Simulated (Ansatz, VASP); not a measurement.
Sc in VASP and in Ansatz

```
CELL_PARAMETERS angstrom
2.97492 0.00000 0.00000
0.00000 2.97492 0.00000
0.00000 0.00000 2.97492
ATOMIC_POSITIONS crystal
Sc 0.00000 0.00000 0.00000
```

Alike in both runs: functional PBE; k mesh 10 × 10 × 10; occupations fermi-dirac, width 0.05 eV; collinear spin.

Ansatz relaxed the structure, and its values are those at the end. VASP's run is a single point on that final structure, the one shown.

|  | VASP | Ansatz |
| --- | --- | --- |
| version | VASP 6.6.1 | Ansatz 0.2.0 |
| potentials or method | VASP PAW PBE potentials, release 64 (Sc_sv), cutoff 500 eV | plane waves (420 eV) with PAW, scalar-relativistic |
| valence electrons in the cell | 11 | 11 |

```tsv
	VASP	Ansatz	Ansatz less VASP
pressure (GPa)	0.0	0.0	0.00
net moment per atom (μB)	0.84	0.84	-0.001
size of the moment on the site where the two differ most (μB)	0.62	0.60	-0.019
```

Site moments also hang on the region over which each program counts them. With one functional, cell and mesh, what is left measures potentials, basis and numerics.
